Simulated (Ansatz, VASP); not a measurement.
TiAl: VASP beside Ansatz

The input INCAR:

```
SYSTEM = TiAl
PREC = Accurate ; ENCUT = 520
EDIFF = 1E-7 ; ISMEAR = 0
SIGMA = 0.1 ; LREAL = .FALSE.
LASPH = .TRUE. ; NELM = 80
ALGO = Normal ; ISIF = 2
LWAVE = .FALSE. ; LCHARG = .FALSE.
GGA = PS ; NBANDS = 14
```

KPOINTS

```
regular mesh
0
G
  14 14 14
  0 0 0
```

Contents of POSCAR:

```
TiAl
1.0
    3.2381945904      0.0000000000      0.0000000000
    0.0000000000      3.2381945904      0.0000000000
    0.0000000000      0.0000000000      3.2381945904
Ti Al
1 1
Direct
    0.0000000000      0.0000000000      0.0000000000
    0.5000000000      0.5000000000      0.5000000000
```

Input for Ansatz:

```yaml
crystal:
  lattice:
    - [3.2381945904, 0.0, 0.0]
    - [0.0, 3.2381945904, 0.0]
    - [0.0, 0.0, 3.2381945904]
  atoms:
    - { symbol: Ti, position: [0.0, 0.0, 0.0] }
    - { symbol: Al, position: [0.5, 0.5, 0.5] }
basis:
  ecutwfc: 420
kpoints:
  mp_grid: { grid: [14, 14, 14] }
hamiltonian:
  xc: pbesol
scf:
  occupations: { method: gaussian, width: 0.1 }
output:
  forces: true
  stress: true
  eigenvalues: true
```

Alike in both runs: task single point; functional PBEsol; k mesh 14 × 14 × 14; occupations gaussian, width 0.1 eV; no spin polarisation.

|  | VASP | Ansatz |
| --- | --- | --- |
| version | VASP 6.6.1 | Ansatz 0.2.0 |
| potentials or method | VASP PAW PBE potentials, release 64 (Ti_sv, Al), cutoff 520 eV | scalar-relativistic, plane waves, PAW |
| valence electrons in the cell | 15 | 15 |

|  | VASP | Ansatz | Ansatz less VASP |
| --- | --- | --- | --- |
| gap on the k mesh at the Fermi level (eV) | none | none | - |
| pressure (GPa) | -7.8 | -7.8 | -0.07 |

VASP's potentials were made for PBE, not for PBEsol. A gap of «none» marks a metal or a gap that the smearing closes.
